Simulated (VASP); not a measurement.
AgCl (Chlorargyrite), 2 atoms in the cell. The structure is cubic, space group Fm-3m (No. 225). Conventional cell: a = 5.470 Å, b = 5.470 Å, c = 5.470 Å, α = 90.00°, β = 90.00°, γ = 90.00°. Ag (site symmetry m-3m) has 6 Cl at 2.73 Å within 3.6 Å. Cl (site symmetry m-3m) has 6 Ag at 2.73 Å within 3.6 Å. 

| Quantity | Value |
| --- | --- |
| Program | VASP 6.6.1 |
| Task | single point |
| Functional | RPBE |
| Potentials or basis | VASP PAW PBE potentials, release 64 (Ag, Cl) |
| Cutoff | 520 eV |
| k mesh | 6 × 6 × 6 |
| Occupations | gaussian, width 0.01 eV |
| Spin | no spin polarisation |
| Dipole correction | no |
| Further INCAR settings | ALGO = Normal; EDIFF = 1e-06; NBANDS = 16 |

Potentials or basis: VASP PAW PBE potentials, release 64 (Ag, Cl).

Launch:

```bash
$ cat potpaw_PBE.64/Ag/POTCAR potpaw_PBE.64/Cl/POTCAR > POTCAR
$ mpirun -np 1 vasp_std > vasp.out
```

Hardware: 1 thread of AMD EPYC 7R13, with other jobs on the host.

Q: How long does it take, and how much memory?

A: It took 27 s on 1 thread of AMD EPYC 7R13, with other jobs on the host, peak memory 0.14 GiB. Counts: scf iterations 13, k points 16.
